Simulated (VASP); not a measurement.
A run of VASP 6.6.1 is set up as follows.

File INCAR:

```
SYSTEM = Li
  AGGAC = 1.0
  AGGAX = 1.0
  ALDAC = 0.0
  ALDAX = 1.0
  ALGO = Normal
  EDIFF = 1E-6
  ENCUT = 520
  GGA = B5
  ISIF = 2
  ISMEAR = -1
  LASPH = .True.
  LCHARG = .False.
  LREAL = .False.
  LWAVE = .False.
  NBANDS = 10
  NELM = 60
  PREC = Accurate
  SIGMA = 0.1
```

The input KPOINTS:

```
k-points
0
Gamma
  13 13 7
  0 0 0
```

The input POSCAR:

```
Li
1.0
    2.9667742063      0.0000000000      0.0000000000
   -1.4833871031      2.5693018299      0.0000000000
    0.0000000000      0.0000000000      4.8390740349
Li
2
Direct
    0.3333333333      0.6666666667      0.2500000000
    0.6666666667      0.3333333333      0.7500000000
```

Potentials or basis: VASP PAW PBE potentials, release 64 (Li_sv).

Launch:

```sh
$ cat potpaw_PBE.64/Li_sv/POTCAR > POTCAR
$ mpirun -np 1 vasp_std > vasp.out
```

(1) Predict the band gap on the k mesh.

## Answers

(1) zero (bands 3 and 4 overlap by 3.86 eV).
